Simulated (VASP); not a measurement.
Write the native input for VASP 6.6.1 that does the following.

```yaml
Task: single point
Functional: LDA
Potentials_or_basis: VASP PAW LDA potentials, release 64 (Ga_d, As)
Cutoff: 500 eV
k_mesh: 8 × 8 × 8
Occupations: gaussian, width 0.01 eV
Spin: no spin polarisation
Dipole_correction: no
Further_INCAR_settings: ALGO = Normal; EDIFF = 1e-06; NBANDS = 16
```

The structure of GaAs lies in POSCAR:

```
GaAs
1.0
    2.7564362223      2.7564362223      0.0000000000
   -2.7564362223      2.7564362223      0.0000000000
    0.0000000000      2.7564362223      2.7564362223
Ga As
1 1
Direct
    0.0000000000      0.0000000000      0.0000000000
    0.7500000000      0.2500000000      0.5000000000
```

These files were run (other wordings do the same):

INCAR

```
PREC = Accurate ; ENCUT = 500
EDIFF = 1E-6 ; ISMEAR = 0
SIGMA = 0.01 ; LREAL = False
LASPH = True ; NELM = 120
ALGO = Normal ; ISIF = 2
LWAVE = False ; LCHARG = False
NBANDS = 16 ; GGA_COMPAT = False
```

KPOINTS

```
regular mesh
0
Gamma
  8 8 8
```

Potentials or basis: VASP PAW LDA potentials, release 64 (Ga_d, As).

Run with:

```bash
$ cat potpaw_LDA.64/Ga_d/POTCAR potpaw_LDA.64/As/POTCAR > POTCAR
$ mpirun -np 1 vasp_std > vasp.out
```

Results of the run:

```json
{
  "Pressure": "4.4 GPa",
  "Band gap on the k mesh": "0.91 eV, direct"
}
```

It took 11 s on 1 thread of Intel Xeon 6975P-C, with other jobs on the host, peak memory 0.15 GiB.
